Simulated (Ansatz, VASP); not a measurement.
# One calculation of ZrS, two programs

```
CELL_PARAMETERS angstrom
0.00000 2.56676 2.56676
2.56676 0.00000 2.56676
2.56676 2.56676 0.00000
ATOMIC_POSITIONS crystal
Zr 0.00000 0.00000 0.00000
S 0.50000 0.50000 0.50000
```

Alike in both runs: functional LDA; k mesh 14 × 14 × 14; occupations gaussian, width 0.1 eV; no spin polarisation.

Ansatz relaxed the structure, and its values are those at the end. VASP's run is a single point on that final structure, the one shown.

|  | VASP | Ansatz |
| --- | --- | --- |
| version | VASP 6.6.1 | Ansatz 0.2.0 |
| potentials or method | VASP PAW LDA potentials, release 64 (Zr_sv, S), cutoff 520 eV | scalar-relativistic, plane waves, PAW |
| valence electrons in the cell | 18 | 18 |

|  | VASP | Ansatz | Ansatz less VASP |
| --- | --- | --- | --- |
| gap on the k mesh at the Fermi level (eV) | none | none | - |
| pressure (GPa) | 0.3 | 0.0 | -0.28 |

LDA's correlation is that of Perdew and Zunger in VASP and of Perdew and Wang (1992) in Ansatz. A gap of «none» marks a metal or a gap that the smearing closes.
